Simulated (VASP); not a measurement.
**Rh: single point with PBE**

Rh:

```xyz
1
Lattice="0.0000 1.9016 1.9111 1.9016 0.0000 1.9111 1.9016 1.9016 0.0000" Properties=species:S:1:pos:R:3 pbc="T T T"
Rh    0.0000    0.0000    0.0000
```

This cell differs from its parent crystal: strain +0.0050 x Voigt [0, 0, 1, 0, 0, 0].

```
Program             : VASP 6.6.1
Task                : single point
Functional          : PBE
Potentials or basis : VASP PAW PBE potentials, release 64 (Rh_pv)
Cutoff              : 520 eV
k mesh              : 22 × 22 × 22
Occupations         : methfessel-paxton, width 0.02 eV
Spin                : no spin polarisation
```

```
Pressure : 4.3 GPa
```

Stress tensor (GPa, compression positive):
```
4.68 0.00 0.00
0.00 4.68 0.00
0.00 0.00 3.57
```

Levels at points of the mesh, in eV from the Fermi level:
| k point | band 5 | band 6 | band 7 | band 8 | band 9 | band 10 |
| --- | --- | --- | --- | --- | --- | --- |
| (0.00, 0.00, 0.00) | -3.08 | -3.02 | -3.02 | -1.01 | -0.94 | 16.01 |
| (0.50, 0.00, 0.00) | -3.15 | -3.09 | 0.56 | 0.59 | 0.75 | 8.60 |
| (0.50, 0.50, 0.00) | -5.88 | 0.55 | 0.99 | 0.99 | 3.20 | 12.13 |
| (0.50, 0.00, 0.50) | -5.89 | 0.54 | 0.97 | 1.01 | 3.31 | 12.27 |

Wall time 2.7 min on 1 thread of Intel(R) Xeon(R) Platinum 8259CL CPU @ 2.50GHz (Skylake/Cascade Lake) (shared host), peak memory 0.25 GiB.

Caveat: the cell differs from its parent crystal (strain +0.0050 x Voigt [0, 0, 1, 0, 0, 0]).
